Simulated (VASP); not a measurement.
# C (a cell with a defect) in VASP: a series of runs

C (a cell with a defect) is run at these levels: PBEsol; tasks: single point.

Program: VASP 6.6.1. These are calculated values, not measurements. Logs are shortened: lines on timing, memory, paths and dates and some standing lists are left out, and cuts for length are marked.

## Step 1: The cell of the first run

The cell holds a defect, 15 atoms: a = 5.026 Å, b = 5.026 Å, c = 5.026 Å, α = 60.00°, β = 60.00°, γ = 60.00°.

## Step 2: Single point, PBEsol

INCAR reads:

```
  PREC = Accurate
  ENCUT = 520
  EDIFF = 1E-6
  ISMEAR = 0
  SIGMA = 0.05
  LREAL = Auto
  LASPH = True
  NELM = 80
  ALGO = Normal
  ISIF = 2
  LWAVE = False
  LCHARG = True
  GGA = PS
  LELF = True
  LVHAR = True
  NBANDS = 43
```

KPOINTS reads:

```
regular mesh
0
Gamma
  6 6 6
```

POSCAR reads:

```
C
1.0
    0.0000000000      3.5537981836     -3.5537981836
   -3.5537981836      0.0000000000     -3.5537981836
   -3.5537981836      3.5537981836      0.0000000000
C
15
Direct
    0.2500000000      0.7500000000      0.2500000000
    0.7500000000      0.2500000000      0.2500000000
    0.2500000000      0.2500000000      0.2500000000
    0.7500000000      0.7500000000      0.7500000000
    0.2500000000      0.7500000000      0.7500000000
    0.7500000000      0.2500000000      0.7500000000
    0.2500000000      0.2500000000      0.7500000000
    0.8750000000      0.3750000000      0.3750000000
    0.3750000000      0.3750000000      0.3750000000
    0.9509352206      0.9509352206      0.2700045588
    0.3750000000      0.8750000000      0.3750000000
    0.8750000000      0.3750000000      0.8750000000
    0.3750000000      0.3750000000      0.8750000000
    0.8750000000      0.8750000000      0.8750000000
    0.3750000000      0.8750000000      0.8750000000
```

Potentials or basis: VASP PAW PBE potentials, release 64 (C).

On the command line:

```sh
cat potpaw_PBE.64/C/POTCAR > POTCAR
mpirun -np 1 vasp_std > vasp.out
```

OUTCAR:

```text
PREC = Accurate
   ENCUT = 520
   EDIFF = 1E-6
   ISMEAR = 0
   LREAL = Auto
   LASPH = True
   NELM = 80
   ISIF = 2
   GGA = PS

 ion  position               nearest neighbor table
   1  0.250  0.750  0.250-  10 1.31  11 1.54   9 1.54  15 1.54
   2  0.750  0.250  0.250-  10 1.31   8 1.54   9 1.54  12 1.54
   3  0.250  0.250  0.250-   9 1.54   8 1.54  11 1.54  13 1.54
   4  0.750  0.750  0.750-  14 1.54  12 1.54  15 1.54  10 2.00
   5  0.250  0.750  0.750-  15 1.54  13 1.54  14 1.54  11 1.54
   6  0.750  0.250  0.750-  12 1.54   8 1.54  13 1.54  14 1.54
   7  0.250  0.250  0.750-  13 1.54  12 1.54   9 1.54  15 1.54
   8  0.875  0.375  0.375-   2 1.54   3 1.54   6 1.54
   9  0.375  0.375  0.375-   3 1.54   2 1.54   1 1.54   7 1.54
  10  0.951  0.951  0.270-   1 1.31   2 1.31   4 2.00
  11  0.375  0.875  0.375-   1 1.54   3 1.54   5 1.54
  12  0.875  0.375  0.875-   6 1.54   4 1.54   2 1.54   7 1.54
  13  0.375  0.375  0.875-   7 1.54   5 1.54   6 1.54   3 1.54
  14  0.875  0.875  0.875-   4 1.54   5 1.54   6 1.54
  15  0.375  0.875  0.875-   5 1.54   4 1.54   1 1.54   7 1.54

  LATTYP: Found a face centered cubic cell.
 ALAT       =     7.1075963672

  Lattice vectors:

 A1 = (   0.0000000000,   3.5537981836,  -3.5537981836)
 A2 = (  -3.5537981836,   0.0000000000,  -3.5537981836)
 A3 = (  -3.5537981836,   3.5537981836,   0.0000000000)

Analysis of symmetry for initial positions (statically):
=====================================================================
 Subroutine PRICEL returns:
 Original cell was already a primitive cell.

 Routine SETGRP: Setting up the symmetry group for a
 face centered cubic supercell.

 Subroutine GETGRP returns: Found  2 space group operations
 (whereof  2 operations were pure point group operations)
 out of a pool of 48 trial point group operations.

The static configuration has the point symmetry C_1h.

Analysis of symmetry for dynamics (positions and initial velocities):
=====================================================================
 Subroutine PRICEL returns:
 Original cell was already a primitive cell.

 Routine SETGRP: Setting up the symmetry group for a
 face centered cubic supercell.

 Subroutine GETGRP returns: Found  2 space group operations
 (whereof  2 operations were pure point group operations)
 out of a pool of 48 trial point group operations.

The dynamic configuration has the point symmetry C_1h.

 Subroutine INISYM returns: Found  2 space group operations
 (whereof  2 operations are pure point group operations),
 and found     1 'primitive' translations

----------------------------------------------------------------------------------------

                                     Primitive cell

  volume of cell :      89.7653

  direct lattice vectors                    reciprocal lattice vectors
     0.000000000  3.553798184 -3.553798184     0.140694540  0.140694540 -0.140694540
    -3.553798184  0.000000000 -3.553798184    -0.140694540 -0.140694540 -0.140694540
    -3.553798184  3.553798184  0.000000000    -0.140694540  0.140694540  0.140694540

  length of vectors
     5.025829589  5.025829589  5.025829589     0.243690091  0.243690091  0.243690091

  position of ions in fractional coordinates (direct lattice)
     0.250000000  0.750000000  0.250000000
     0.750000000  0.250000000  0.250000000
     0.250000000  0.250000000  0.250000000
     0.750000000  0.750000000  0.750000000
     0.250000000  0.750000000  0.750000000
     0.750000000  0.250000000  0.750000000
     0.250000000  0.250000000  0.750000000
     0.875000000  0.375000000  0.375000000
     0.375000000  0.375000000  0.375000000
     0.950935221  0.950935221  0.270004559
     0.375000000  0.875000000  0.375000000
     0.875000000  0.375000000  0.875000000
     0.375000000  0.375000000  0.875000000
     0.875000000  0.875000000  0.875000000
     0.375000000  0.875000000  0.875000000

  ion indices of the primitive-cell ions
   primitive index   ion index
                 1           1
                 2           2
                 3           3
                 4           4
                 5           5
                 6           6
                 7           7
                 8           8
                 9           9
                10          10
                11          11
                12          12
                13          13
                14          14
                15          15

----------------------------------------------------------------------------------------

 KPOINTS: regular mesh

Automatic generation of k-mesh.
 Grid dimensions read from file:
 generate k-points for:    6    6    6

 Generating k-lattice:

  Cartesian coordinates                     Fractional coordinates (reciprocal lattice)
     0.023449090  0.023449090 -0.023449090     0.166666667  0.000000000  0.000000000
    -0.023449090 -0.023449090 -0.023449090     0.000000000  0.166666667  0.000000000
    -0.023449090  0.023449090  0.023449090     0.000000000  0.000000000  0.166666667

  Length of vectors
     0.040615015  0.040615015  0.040615015

  Shift w.r.t. Gamma in fractional coordinates (k-lattice)
     0.000000000  0.000000000  0.000000000

 Subroutine IBZKPT returns following result:
 ===========================================

 Found     68 irreducible k-points:

 Following reciprocal coordinates:
            Coordinates               Weight
  0.000000  0.000000  0.000000      1.000000
  0.166667  0.000000  0.000000      4.000000
  0.000000  0.000000  0.166667      2.000000
  0.166667  0.166667  0.166667      2.000000
  0.333333  0.000000  0.000000      4.000000
  0.000000  0.000000  0.333333      2.000000
[... 16 lines left out ...]
  0.166667  0.166667 -0.333333      2.000000
  0.500000  0.333333  0.500000      4.000000
 [... further k-points ...]
   k-points           NKPTS =     68   k-points in BZ     NKDIM =     68   number of bands    NBANDS=     43
   number of dos      NEDOS =    301   number of ions     NIONS =     15
   total plane-waves  NPLWV =  64000
   dimension x,y,z NGX =    40 NGY =   40 NGZ =   40
   dimension x,y,z NGXF=    80 NGYF=   80 NGZF=   80
   ions per type =              15
   NGX,Y,Z   is equivalent  to a cutoff of  13.23, 13.23, 13.23 a.u.
   NGXF,Y,Z  is equivalent  to a cutoff of  26.46, 26.46, 26.46 a.u.
 SYSTEM =  unknown system
   PREC   = accura    normal or accurate (medium, high low for compatibility)
   ISTART =      0    job   : 0-new  1-cont  2-samecut
   ICHARG =      2    charge: 1-file 2-atom 10-const
   ISPIN  =      1    spin polarized calculation?
   LNONCOLLINEAR =      F non collinear calculations
   LSORBIT =      F    spin-orbit coupling
   LASPH  =      T    aspherical Exc in radial PAW
   ENCUT  =  520.0 eV  38.22 Ry    6.18 a.u.   9.34  9.34  9.34*2*pi/ulx,y,z
   NELM   =     80;   NELMIN=  2; NELMDL= -5     # of ELM steps
   EDIFF  = 0.1E-05   stopping-criterion for ELM
   LREAL  =      T    real-space projection
   EDIFFG = 0.1E-04   stopping-criterion for IOM
   NSW    =      0    number of steps for IOM
   IBRION =     -1    ionic relax: 0-MD 1-quasi-New 2-CG
   NFREE  =      0    steps in history (QN), initial steepest desc. (CG)
   ISIF   =      2    stress and relaxation
   ISYM   =      2    0-nonsym 1-usesym 2-fastsym
   POTIM  = 0.5000    time-step for ionic-motion
   TEBEG  =    0.0;   TEEND  =   0.0 temperature during run
   PSTRESS=    0.0 pullay stress
   NELECT =      60.0000    total number of electrons
   NUPDOWN=      -1.0000    fix difference up-down
   EMIN   =  10.00;   EMAX   =-10.00  energy-range for DOS
   EFERMI =   0.00;   METHOD = LEGACY
   ISMEAR =     0;   SIGMA  =   0.05  broadening in eV -4-tet -1-fermi 0-gaus
   EFERMI_NEDOS =   21; number of points for ismear=-14 and -15
   IALGO  =     38    algorithm
   IMIX   =      4    mixing-type and parameters
     AMIX     =   0.40;   BMIX     =  1.00
     AMIX_MAG =   1.60;   BMIX_MAG =  1.00
  volume/ion in A,a.u.               =       5.98        40.38
  Fermi-wavevector in a.u.,A,eV,Ry     =   1.431383  2.704921 27.876392  2.048857
  Thomas-Fermi vector in A             =   2.551125
   LORBIT       =      0    0 simple, 1 ext, 2 COOP (PROOUT), +10 PAW based schemes
   GGA     = PS    functional components
   LHFCALC =     F    Hartree Fock is set to
   AEXX    =    0.0000 exact exchange contribution
   IVDW    =     0    specifies the selected vdW correction
   LEPSILON=     F    determine dielectric tensor
   LRPA    =     F    only Hartree local field effects (RPA)
 non-spin polarized calculation
 Gauss-broadening in eV      SIGMA  =   0.05
  energy-cutoff  :      520.00
  volume of cell :       89.77
 maximum number of plane-waves:      2450
 NGX is ok and might be reduce to    40
   NGX = 19   NGY = 19   NGZ = 19

 number of electron      59.9999993 magnetization

 Free energy of the ion-electron system (eV)
  ---------------------------------------------------
  ext. energy  EPLUGINS =         0.00000000
  ---------------------------------------------------
  free energy    TOTEN  =      -134.73043169 eV

  energy without entropy =     -134.72818403  energy(sigma->0) =     -134.72930786

 E-fermi :  10.0001     XC(G=0): -13.1427

 val. band max:        9.9239638752   @ k =   0.3333   0.1667   0.3333
 cond. band min:      10.0085988546   @ k =   0.5000   0.1667  -0.3333
 fundamental gap:      0.0846349793
 Fermi energy:        10.0000745766

 k-point     1 :       0.0000    0.0000    0.0000
  band No.  band energies     occupation
      1     -12.6263      2.00000
      2      -7.6764      2.00000
      3      -7.5852      2.00000
      4      -6.6506      2.00000
      5      -6.1990      2.00000
      6      -5.1303      2.00000
[... 1069 lines left out ...]
     41      17.7932      0.00000
     42      18.3056      0.00000

 [... further k-points ...]

 [bands above 42 left out]

------------------------ aborting loop because EDIFF is reached ----------------------------------------

  FORCE on cell =-STRESS in cart. coord.  units (eV):
  Direction    XX          YY          ZZ          XY          YZ          ZX
  --------------------------------------------------------------------------------------
  -------------------------------------------------------------------------------------
  Total        3.0208848      3.0208848      6.8896303      5.0273463      0.3408150     -0.3408142
  in kB       53.9183337     53.9183337    122.9697305     89.7307111      6.0830442     -6.0830307
  external PRESSURE =      76.9354660 kB  Pullay stress =       0.0000000 kB

 VOLUME and BASIS-vectors are now :
 -----------------------------------------------------------------------------
  energy-cutoff  :      520.00
  volume of cell :       89.77
      direct lattice vectors                 reciprocal lattice vectors
     0.000000000  3.553798184 -3.553798184     0.140694540  0.140694540 -0.140694540
    -3.553798184  0.000000000 -3.553798184    -0.140694540 -0.140694540 -0.140694540
    -3.553798184  3.553798184  0.000000000    -0.140694540  0.140694540  0.140694540

 POSITION                                       TOTAL-FORCE (eV/Angst)
 -----------------------------------------------------------------------------------
     -3.55380      1.77690     -3.55380         3.868651      3.443127     -4.069431
     -1.77690      3.55380     -3.55380        -3.443127     -3.868651     -4.069431
     -1.77690      1.77690     -1.77690         0.076446     -0.076446     -0.718393
     -5.33070      5.33070     -5.33070        -1.202190      1.202190     -0.301724
     -5.33070      3.55380     -3.55380         0.082137      0.408306      0.079682
     -3.55380      5.33070     -3.55380        -0.408306     -0.082137      0.079682
     -3.55380      3.55380     -1.77690         0.031573     -0.031573     -0.217070
     -2.66535      4.44225     -4.44225         0.378038      1.183416      1.162853
     -2.66535      2.66535     -2.66535         0.040963     -0.040963      1.327943
     -4.33897      4.33897     -6.75886        -2.466328      2.466328     11.189512
     -4.44225      2.66535     -4.44225        -1.183416     -0.378038      1.162853
     -4.44225      6.21915     -4.44225         0.013210     -2.512139     -2.101497
     -4.44225      4.44225     -2.66535        -0.045514      0.045514     -0.087464
     -6.21915      6.21915     -6.21915         1.745725     -1.745725     -1.336015
     -6.21915      4.44225     -4.44225         2.512139     -0.013210     -2.101497
 -----------------------------------------------------------------------------------
    total drift:                               -0.005377      0.005377      0.000419

  FREE ENERGIE OF THE ION-ELECTRON SYSTEM (eV)
  ---------------------------------------------------
  free  energy   TOTEN  =      -134.7304316882 eV

  energy  without entropy=     -134.7281840260  energy(sigma->0) =     -134.72930786
```

It took 8 min on 1 thread of Intel Xeon Platinum 8488C (Sapphire Rapids), shared host; peak memory 0.31 GiB.

What came out:

```
Free energy            : -134.7304 eV
Pressure               : 7.7 GPa
Largest force          : 11.721 eV/Å
Band gap on the k mesh : zero (bands 30 and 31 overlap by 1.16 eV)
```

Forces on the atoms (eV/Å):
```
C    3.869  3.443 -4.069
C   -3.443 -3.869 -4.069
C    0.076 -0.076 -0.718
C   -1.202  1.202 -0.302
C    0.082  0.408  0.080
C   -0.408 -0.082  0.080
C    0.032 -0.032 -0.217
C    0.378  1.183  1.163
C    0.041 -0.041  1.328
C   -2.466  2.466 11.190
C   -1.183 -0.378  1.163
C    0.013 -2.512 -2.101
C   -0.046  0.046 -0.087
C    1.746 -1.746 -1.336
C    2.512 -0.013 -2.101
```

Caveat: the cell differs from its parent crystal (atoms taken out, atom 10 moved -0.125 of the way to it and -0.525 Å across, host rigid); the PAW data sets were made with another functional, which shifts forces and pressure a little.

(Part 1 of 3 ends here.)
